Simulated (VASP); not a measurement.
# CaPb2F6 in VASP: single point with PBE

Aim: the single point of CaPb2F6 with PBE.

Everything below comes from runs of VASP 6.6.1. Logs are shortened: lines on timing, memory, paths and dates and some standing lists are left out, and cuts for length are marked.

## (1) The cell of the first run

The typed cell holds 18 atoms: a = 7.164 Å, b = 7.158 Å, c = 7.153 Å, α = 80.40°, β = 70.55°, γ = 59.96°.

## (2) Single point, PBE

INCAR

```
PREC = Accurate
ENCUT = 520
EDIFF = 1E-7
ISMEAR = 0
SIGMA = 0.02
LREAL = Auto
LASPH = True
NELM = 80
ALGO = Normal
ISIF = 2
LWAVE = False
LCHARG = False
GGA = PE
NBANDS = 95
```

KPOINTS

```
Automatic mesh
0
Gamma
  3 3 3
```

POSCAR

```
CaPb2F6
1.0
    5.8474540000      2.9267440000     -2.9256820000
    2.9245510000      5.8454200000      2.9192610000
    5.8411610000     -2.9193520000      2.9204870000
F Ca Pb
12 2 4
Direct
    0.4619271734      0.3457580015      0.6137286949
    0.8077584592      0.6540465049      0.6140614123
    0.9516532452      0.3334761806      0.1448248061
    0.2854266137      0.6663335223      0.1447119873
    0.6262499389      0.9999918167      0.1231747938
    0.1169582963      0.0001649649      0.6136618589
    0.3742575383      0.9999649158      0.8762765322
    0.7150773263      0.3336273424      0.8547542405
    0.8835314014      0.9997823538      0.3858213142
    0.1927151453      0.3459185912      0.3854609307
    0.5385677916      0.6541930603      0.3857755031
    0.0488577368      0.6664639299      0.8546445369
    0.8336491338      0.3328646070      0.4997540983
    0.1668385706      0.6670922888      0.4997016571
    0.5002375336      0.9999765012      0.4997462511
    0.0002331305      0.9999811183      0.9997327142
    0.3304930544      0.3393833672      0.9998511682
    0.6700069570      0.6605785492      0.9995830438
```

Potentials or basis: VASP PAW PBE potentials, release 64 (F, Ca_sv, Pb_d).

Command:

```sh
> cat potpaw_PBE.64/F/POTCAR potpaw_PBE.64/Ca_sv/POTCAR potpaw_PBE.64/Pb_d/POTCAR > POTCAR
> mpirun -np 1 vasp_std > vasp.out
```

OUTCAR:

```text
PREC = Accurate
   ENCUT = 520
   EDIFF = 1E-7
   ISMEAR = 0
   LREAL = Auto
   LASPH = True
   NELM = 80
   ISIF = 2
   GGA = PE

 ion  position               nearest neighbor table
   1  0.462  0.346  0.614-  14 2.47  13 2.47  15 2.59  17 2.61
   2  0.808  0.654  0.614-  13 2.47  14 2.47  15 2.59  18 2.60
   3  0.952  0.333  0.145-  13 2.39  18 2.55  16 2.58  17 2.58
   4  0.285  0.666  0.145-  14 2.39  17 2.55  16 2.58  18 2.58
   5  0.626  1.000  0.123-  16 2.53  15 2.54  17 2.56  18 2.56
   6  0.117  0.000  0.614-  13 2.46  14 2.47  15 2.59  16 2.61
   7  0.374  1.000  0.876-  16 2.53  15 2.54  18 2.56  17 2.56
   8  0.715  0.334  0.855-  13 2.39  18 2.55  16 2.58  17 2.58
   9  0.884  1.000  0.386-  14 2.46  13 2.47  15 2.59  16 2.61
  10  0.193  0.346  0.385-  14 2.47  13 2.47  15 2.59  17 2.60
  11  0.539  0.654  0.386-  13 2.47  14 2.47  15 2.59  18 2.61
  12  0.049  0.666  0.855-  14 2.39  17 2.55  16 2.58  18 2.58
  13  0.834  0.333  0.500-   3 2.39   8 2.39   6 2.46   9 2.47  11 2.47   2 2.47   1 2.47  10 2.47

  14  0.167  0.667  0.500-  12 2.39   4 2.39   9 2.46   6 2.47   1 2.47  10 2.47  11 2.47   2 2.47

  15  0.500  1.000  0.500-   7 2.54   5 2.54   6 2.59   9 2.59  11 2.59   1 2.59  10 2.59   2 2.59
                            16 4.13  16 4.13
  16  0.000  1.000  1.000-   5 2.53   7 2.53  12 2.58   3 2.58   8 2.58   4 2.58   6 2.61   9 2.61
                            18 4.09  17 4.09  15 4.13  15 4.13
  17  0.330  0.339  1.000-   4 2.55  12 2.55   5 2.56   7 2.56   8 2.58   3 2.58  10 2.60   1 2.61
                            16 4.09  18 4.10  18 4.10
  18  0.670  0.661  1.000-   8 2.55   3 2.55   7 2.56   5 2.56   4 2.58  12 2.58   2 2.60  11 2.61
                            16 4.09  17 4.10  17 4.10

  Warning from LATTYP: Got some problem with cell dimensions!
  Tried to take original basis but could not verify dimensions!
  LATTYP: Found a triclinic cell.
 ALAT       =     7.1571915032
 B/A-ratio  =     1.9992694513
 C/A-ratio  =     2.2362258040
 COS(alpha) =     0.0003106085
 COS(beta)  =     0.5222779131
 COS(gamma) =     0.8331405586

  Lattice vectors:

 A1 = (   2.9229030000,  -2.9186760000,  -5.8449430000)
 A2 = (   5.8395130000, -11.6834480000,  -5.8437170000)
 A3 = (  -2.9119650000,   5.8467720000, -14.6115990000)

Analysis of symmetry for initial positions (statically):
=====================================================================
 Subroutine PRICEL returns:
 Original cell was already a primitive cell.

 Routine SETGRP: Setting up the symmetry group for a
 triclinic supercell.

 Subroutine GETGRP returns: Found  1 space group operations
 (whereof  1 operations were pure point group operations)
 out of a pool of  2 trial point group operations.

The static configuration has the point symmetry C_1 .

Analysis of symmetry for dynamics (positions and initial velocities):
=====================================================================
 Subroutine PRICEL returns:
 Original cell was already a primitive cell.

 Routine SETGRP: Setting up the symmetry group for a
 triclinic supercell.

 Subroutine GETGRP returns: Found  1 space group operations
 (whereof  1 operations were pure point group operations)
 out of a pool of  2 trial point group operations.

The dynamic configuration has the point symmetry C_1 .

 Subroutine INISYM returns: Found  1 space group operations
 (whereof  1 operations are pure point group operations),
 and found     1 'primitive' translations

----------------------------------------------------------------------------------------

                                     Primitive cell

  volume of cell :     299.4410

  direct lattice vectors                    reciprocal lattice vectors
     5.847454000  2.926744000 -2.925682000     0.085472010  0.028422162 -0.142538377
     2.924551000  5.845420000  2.919261000    -0.000021447  0.114101922  0.114100474
     5.841161000 -2.919352000  2.920487000     0.085645487 -0.085581304  0.085564145

  length of vectors
     7.163669722  7.158492740  7.153392359     0.168613382  0.161363464  0.148258328

  position of ions in fractional coordinates (direct lattice)
     0.461927173  0.345758002  0.613728695
     0.807758459  0.654046505  0.614061412
     0.951653245  0.333476181  0.144824806
     0.285426614  0.666333522  0.144711987
     0.626249939  0.999991817  0.123174794
     0.116958296  0.000164965  0.613661859
[... 10 lines left out ...]
     0.330493054  0.339383367  0.999851168
     0.670006957  0.660578549  0.999583044

  ion indices of the primitive-cell ions
   primitive index   ion index
                 1           1
                 2           2
                 3           3
                 4           4
                 5           5
                 6           6
[... 10 lines left out ...]
                17          17
                18          18

----------------------------------------------------------------------------------------

 KPOINTS: Automatic mesh

Automatic generation of k-mesh.
 Grid dimensions read from file:
 generate k-points for:    3    3    3

 Generating k-lattice:

  Cartesian coordinates                     Fractional coordinates (reciprocal lattice)
     0.028490670  0.009474054 -0.047512792     0.333333333 -0.000000000 -0.000000000
    -0.000007149  0.038033974  0.038033491     0.000000000  0.333333333  0.000000000
     0.028548496 -0.028527101  0.028521382     0.000000000  0.000000000  0.333333333

  Length of vectors
     0.056204461  0.053787821  0.049419443

  Shift w.r.t. Gamma in fractional coordinates (k-lattice)
     0.000000000  0.000000000  0.000000000

 Subroutine IBZKPT returns following result:
 ===========================================

 Found     14 irreducible k-points:

 Following reciprocal coordinates:
            Coordinates               Weight
  0.000000  0.000000  0.000000      1.000000
  0.333333  0.000000 -0.000000      2.000000
  0.000000  0.333333  0.000000      2.000000
  0.333333  0.333333 -0.000000      2.000000
 -0.333333  0.333333  0.000000      2.000000
 -0.000000 -0.000000  0.333333      2.000000
  0.333333 -0.000000  0.333333      2.000000
 -0.333333 -0.000000  0.333333      2.000000
  0.000000  0.333333  0.333333      2.000000
  0.333333  0.333333  0.333333      2.000000
 -0.333333  0.333333  0.333333      2.000000
  0.000000 -0.333333  0.333333      2.000000
  0.333333 -0.333333  0.333333      2.000000
 -0.333333 -0.333333  0.333333      2.000000
   k-points           NKPTS =     14   k-points in BZ     NKDIM =     14   number of bands    NBANDS=     95
   number of dos      NEDOS =    301   number of ions     NIONS =     18
   total plane-waves  NPLWV = 157464
   dimension x,y,z NGX =    54 NGY =   54 NGZ =   54
   dimension x,y,z NGXF=   108 NGYF=  108 NGZF=  108
   ions per type =              12   2   4
   NGX,Y,Z   is equivalent  to a cutoff of  12.53, 12.54, 12.55 a.u.
   NGXF,Y,Z  is equivalent  to a cutoff of  25.06, 25.08, 25.10 a.u.
 SYSTEM =  unknown system
   PREC   = accura    normal or accurate (medium, high low for compatibility)
   ISTART =      0    job   : 0-new  1-cont  2-samecut
   ICHARG =      2    charge: 1-file 2-atom 10-const
   ISPIN  =      1    spin polarized calculation?
   LNONCOLLINEAR =      F non collinear calculations
   LSORBIT =      F    spin-orbit coupling
   LASPH  =      T    aspherical Exc in radial PAW
   ENCUT  =  520.0 eV  38.22 Ry    6.18 a.u.  13.32 13.31 13.30*2*pi/ulx,y,z
   NELM   =     80;   NELMIN=  2; NELMDL= -5     # of ELM steps
   EDIFF  = 0.1E-06   stopping-criterion for ELM
   LREAL  =      T    real-space projection
   EDIFFG = 0.1E-05   stopping-criterion for IOM
   NSW    =      0    number of steps for IOM
   IBRION =     -1    ionic relax: 0-MD 1-quasi-New 2-CG
   NFREE  =      0    steps in history (QN), initial steepest desc. (CG)
   ISIF   =      2    stress and relaxation
   ISYM   =      2    0-nonsym 1-usesym 2-fastsym
   POTIM  = 0.5000    time-step for ionic-motion
   TEBEG  =    0.0;   TEEND  =   0.0 temperature during run
   PSTRESS=    0.0 pullay stress
   NELECT =     160.0000    total number of electrons
   NUPDOWN=      -1.0000    fix difference up-down
   EMIN   =  10.00;   EMAX   =-10.00  energy-range for DOS
   EFERMI =   0.00;   METHOD = LEGACY
   ISMEAR =     0;   SIGMA  =   0.02  broadening in eV -4-tet -1-fermi 0-gaus
   EFERMI_NEDOS =   21; number of points for ismear=-14 and -15
   IALGO  =     38    algorithm
   IMIX   =      4    mixing-type and parameters
     AMIX     =   0.40;   BMIX     =  1.00
     AMIX_MAG =   1.60;   BMIX_MAG =  1.00
  volume/ion in A,a.u.               =      16.64       112.26
  Fermi-wavevector in a.u.,A,eV,Ry     =   1.328448  2.510402 24.011192  1.764773
  Thomas-Fermi vector in A             =   2.457684
   LORBIT       =      0    0 simple, 1 ext, 2 COOP (PROOUT), +10 PAW based schemes
   GGA     = PE    functional components
   LHFCALC =     F    Hartree Fock is set to
   AEXX    =    0.0000 exact exchange contribution
   IVDW    =     0    specifies the selected vdW correction
   LEPSILON=     F    determine dielectric tensor
   LRPA    =     F    only Hartree local field effects (RPA)
 non-spin polarized calculation
 Gauss-broadening in eV      SIGMA  =   0.02
  energy-cutoff  :      520.00
  volume of cell :      299.44
 maximum number of plane-waves:      8075
 NGX is ok and might be reduce to    54
   NGX = 27   NGY = 27   NGZ = 27

 number of electron     160.0000002 magnetization

 Free energy of the ion-electron system (eV)
  ---------------------------------------------------
  ext. energy  EPLUGINS =         0.00000000
  ---------------------------------------------------
  free energy    TOTEN  =       -91.78868926 eV

  energy without entropy =      -91.78868926  energy(sigma->0) =      -91.78868926

 E-fermi :   1.3512     XC(G=0):  -9.3136

 val. band max:        1.2271176162   @ k =   0.0000   0.0000   0.0000
 cond. band min:       5.9661661373   @ k =   0.3333  -0.3333   0.3333
 fundamental gap:      4.7390485210
 Fermi energy:         1.3512274370

 k-point     1 :       0.0000    0.0000    0.0000
  band No.  band energies     occupation
      1     -36.4138      2.00000
      2     -36.4073      2.00000
      3     -19.9744      2.00000
      4     -19.8292      2.00000
      5     -19.8067      2.00000
      6     -19.7577      2.00000
[... 1319 lines left out ...]
     91       8.5764      0.00000
     92       8.6508      0.00000
 [bands above 92 left out]

------------------------ aborting loop because EDIFF is reached ----------------------------------------

  FORCE on cell =-STRESS in cart. coord.  units (eV):
  Direction    XX          YY          ZZ          XY          YZ          ZX
  --------------------------------------------------------------------------------------
  -------------------------------------------------------------------------------------
  Total       -0.1259866     -0.1136902     -0.1255019      0.0141916      0.0121884     -0.0249000
  in kB       -0.6740989     -0.6083062     -0.6715055      0.0759329      0.0652148     -0.1332287
  external PRESSURE =      -0.6513035 kB  Pullay stress =       0.0000000 kB

 VOLUME and BASIS-vectors are now :
 -----------------------------------------------------------------------------
  energy-cutoff  :      520.00
  volume of cell :      299.44
      direct lattice vectors                 reciprocal lattice vectors
     5.847454000  2.926744000 -2.925682000     0.085472010  0.028422162 -0.142538377
     2.924551000  5.845420000  2.919261000    -0.000021447  0.114101922  0.114100474
     5.841161000 -2.919352000  2.920487000     0.085645487 -0.085581304  0.085564145

 POSITION                                       TOTAL-FORCE (eV/Angst)
 -----------------------------------------------------------------------------------
      7.29717      1.58135      1.45029         0.001384     -0.016202     -0.000609
     10.22295      4.39462      1.33945        -0.001008      0.001694      0.015871
      7.38596      4.31176     -1.38777        -0.012040      0.015726     -0.009442
      4.46303      4.30790      1.53276        -0.010765      0.009161     -0.015407
      7.30598      7.31865      1.44676         0.000625     -0.001491      0.001176
      4.26889     -1.44822      1.45049         0.018645     -0.004895      0.001655
[... 10 lines left out ...]
      8.76538      0.03219      2.94388        -0.000602      0.004379      0.003595
     11.68846      2.90416      2.88744         0.000983     -0.001645     -0.004337
 -----------------------------------------------------------------------------------
    total drift:                               -0.000603     -0.004273      0.006285

  FREE ENERGIE OF THE ION-ELECTRON SYSTEM (eV)
  ---------------------------------------------------
  free  energy   TOTEN  =       -91.7886892608 eV

  energy  without entropy=      -91.7886892608  energy(sigma->0) =      -91.78868926
```

It took 9.7 min on 1 thread of Intel Xeon 6975P-C (Granite Rapids), shared host; peak memory 0.53 GiB.

What came out:

| Item | Value |
| --- | --- |
| Free energy | -91.7887 eV |
| Pressure | -0.1 GPa |
| Largest force | 0.022 eV/Å |
| Band gap on the k mesh | 4.74 eV (least direct gap 4.83 eV) |

Forces on the atoms (eV/Å):
```
F    0.001 -0.016 -0.001
F   -0.001  0.002  0.016
F   -0.012  0.016 -0.009
F   -0.011  0.009 -0.015
F    0.001 -0.001  0.001
F    0.019 -0.005  0.002
F   -0.002  0.001 -0.001
F    0.011 -0.008  0.014
F   -0.019  0.002 -0.001
F    0.001  0.000 -0.017
F   -0.001  0.017 -0.001
F    0.011 -0.015  0.009
Ca   0.002  0.002 -0.001
Ca  -0.002 -0.001  0.000
Pb   0.000 -0.002  0.003
Pb   0.001 -0.002  0.003
Pb  -0.001  0.004  0.004
Pb   0.001 -0.002 -0.004
```

Caveat: spin-orbit coupling is left out, which moves the levels of the heavy elements. A k mesh can miss the band edges.
